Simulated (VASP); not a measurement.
# TaN (Fm-3m) in VASP: settings compared, part 2 of 2

VASP 6.6.1. The steps go on from the part before.

### 4 Single point, PBEsol

This run uses another cell than the first one, of 10.47 Å³/atom.

Input file INCAR:

```
ALGO = Normal ; EDIFF = 1E-6
ENCUT = 700 ; GGA = PS
GGA_COMPAT = False ; ISIF = 2
ISMEAR = -1 ; LASPH = True
LCHARG = False ; LREAL = False
LWAVE = False ; NBANDS = 16
NELM = 120 ; PREC = Accurate
SIGMA = 0.05
```

Input file KPOINTS:

```
k-points
0
Gamma
  10 10 10
```

Input file POSCAR:

```
TaN
1.0
    0.0000000000      2.1876274693      2.1876274693
    2.1876274693      0.0000000000      2.1876274693
    2.1876274693      2.1876274693      0.0000000000
Ta N
1 1
Direct
    0.5000000000      0.5000000000      0.5000000000
    0.0000000000      0.0000000000      0.0000000000
```

Potentials or basis: VASP PAW PBE potentials, release 64 (Ta_sv_GW, N).

Launch:

```bash
$ cat potpaw_PBE.64/Ta_sv_GW/POTCAR potpaw_PBE.64/N/POTCAR > POTCAR
$ mpirun -np 1 vasp_std > vasp.out
```

OUTCAR:

```text
EDIFF = 1E-6
   ENCUT = 700
   GGA = PS
   ISIF = 2
   ISMEAR = -1
   LASPH = True
   LREAL = False
   NELM = 120
   PREC = Accurate

 ion  position               nearest neighbor table
   1  0.500  0.500  0.500-   2 2.19   2 2.19   2 2.19   2 2.19   2 2.19   2 2.19
   2  0.000  0.000  0.000-   1 2.19   1 2.19   1 2.19   1 2.19   1 2.19   1 2.19

  LATTYP: Found a face centered cubic cell.
 ALAT       =     4.3752549386

  Lattice vectors:

 A1 = (   0.0000000000,   2.1876274693,   2.1876274693)
 A2 = (   2.1876274693,   0.0000000000,   2.1876274693)
 A3 = (   2.1876274693,   2.1876274693,   0.0000000000)

Analysis of symmetry for initial positions (statically):
=====================================================================
 Subroutine PRICEL returns:
 Original cell was already a primitive cell.

 Routine SETGRP: Setting up the symmetry group for a
 face centered cubic supercell.

 Subroutine GETGRP returns: Found 48 space group operations
 (whereof 48 operations were pure point group operations)
 out of a pool of 48 trial point group operations.

The static configuration has the point symmetry O_h .

Analysis of symmetry for dynamics (positions and initial velocities):
[... 158 lines left out ...]
 E-fermi :  13.9048     XC(G=0): -14.0493

 val. band max:       13.8105300323   @ k =  -0.2000   0.2000   0.0000
 cond. band min:      13.9143568724   @ k =   0.0000   0.0000   0.0000
 fundamental gap:      0.1038268401
 Fermi energy:        13.9047802209

 k-point     1 :       0.0000    0.0000    0.0000
  band No.  band energies     occupation
      1     -55.6098      2.00000
      2     -21.7849      2.00000
      3     -21.7849      2.00000
      4     -21.7849      2.00000
      5      -5.0273      2.00000
      6      10.0527      2.00000
[... 433 lines left out ...]
      3     -22.0432      2.00000
      4     -22.0155      2.00000
      5      -3.4269      2.00000
      6       5.8612      2.00000
[... 8 lines left out ...]
     15      24.6480      0.00000
     16      29.2069      0.00000

 [... further k-points ...]

------------------------ aborting loop because EDIFF is reached ----------------------------------------

  FORCE on cell =-STRESS in cart. coord.  units (eV):
  Direction    XX          YY          ZZ          XY          YZ          ZX
  --------------------------------------------------------------------------------------
  -------------------------------------------------------------------------------------
  Total       -0.0004702     -0.0004702     -0.0004702      0.0000000      0.0000000      0.0000000
  in kB       -0.0359816     -0.0359816     -0.0359816      0.0000000      0.0000000      0.0000000
  external PRESSURE =      -0.0359816 kB  Pullay stress =       0.0000000 kB

 VOLUME and BASIS-vectors are now :
 -----------------------------------------------------------------------------
  energy-cutoff  :      700.00
  volume of cell :       20.94
      direct lattice vectors                 reciprocal lattice vectors
     0.000000000  2.187627469  2.187627469    -0.228558110  0.228558110  0.228558110
     2.187627469  0.000000000  2.187627469     0.228558110 -0.228558110  0.228558110
     2.187627469  2.187627469  0.000000000     0.228558110  0.228558110 -0.228558110

 POSITION                                       TOTAL-FORCE (eV/Angst)
 -----------------------------------------------------------------------------------
      2.18763      2.18763      2.18763        -0.000000      0.000000      0.000000
      0.00000      0.00000      0.00000         0.000000     -0.000000     -0.000000
 -----------------------------------------------------------------------------------
    total drift:                                0.000000      0.000000      0.000000

  FREE ENERGIE OF THE ION-ELECTRON SYSTEM (eV)
  ---------------------------------------------------
  free  energy   TOTEN  =       -25.7778633853 eV

  energy  without entropy=      -25.7721026017  energy(sigma->0) =      -25.77498299
```

It took 15 s on 1 thread of AMD EPYC 9R45 (Zen 5), shared host; peak memory 0.15 GiB.

Results:

```yaml
Free_energy: -25.7779 eV
Pressure: 0.0 GPa
Band_gap_on_the_k_mesh: zero (bands 9 and 10 overlap by 4.13 eV)
```

Levels at points of the mesh, in eV from the Fermi level:
| k point | band 5 | band 6 | band 7 | band 8 | band 9 | band 10 | band 11 | band 12 | band 13 | band 14 |
| --- | --- | --- | --- | --- | --- | --- | --- | --- | --- | --- |
| (0.00, 0.00, 0.00) | -18.93 | -3.85 | -3.85 | -3.85 | -2.19 | -2.19 | -2.19 | 0.01 | 0.01 | 1.64 |
| (0.50, 0.00, 0.00) | -15.77 | -10.54 | -7.72 | -7.72 | 1.93 | 1.93 | 2.03 | 3.80 | 7.70 | 7.70 |
| (0.50, 0.50, 0.00) | -17.66 | -6.67 | -5.62 | -4.66 | -4.66 | 2.12 | 3.63 | 3.63 | 4.71 | 6.88 |

Caveat: the PAW data sets were made with another functional, which shifts forces and pressure a little; spin-orbit coupling is left out, which moves the levels of the heavy elements.

### 5 Overview

```csv
level,potentials or basis,cell,cutoff (eV),gap on the mesh (eV),pressure (GPa)
LDA,"VASP PAW LDA potentials, release 64 (Ta_sv_GW, N)","a = 3.085 Å, angles 60.0°, 2 atoms",700,none,-2.8
r2SCAN,"VASP PAW PBE potentials, release 64 (Ta_sv_GW, N)","a = 3.094 Å, angles 60.0°, 2 atoms",770,none,5.0
PBEsol,"VASP PAW PBE potentials, release 64 (Ta_sv_GW, N)","a = 3.094 Å, angles 60.0°, 2 atoms",700,none,0.0
```

Alike in all rows: task single point; no spin polarisation; k mesh 10 × 10 × 10; smearing fermi-dirac 0.05 eV.

Caveats: spin-orbit coupling is left out, which moves the levels of the heavy elements; the PAW data sets were made with another functional, which shifts forces and pressure a little (at least some runs); the cell stands under pressure (at least some runs).

Total energies depend on the potentials used, so only differences within one code and one set of settings carry meaning.

The gap in the log of VASP goes by the Fermi energy; the results here count the filled bands.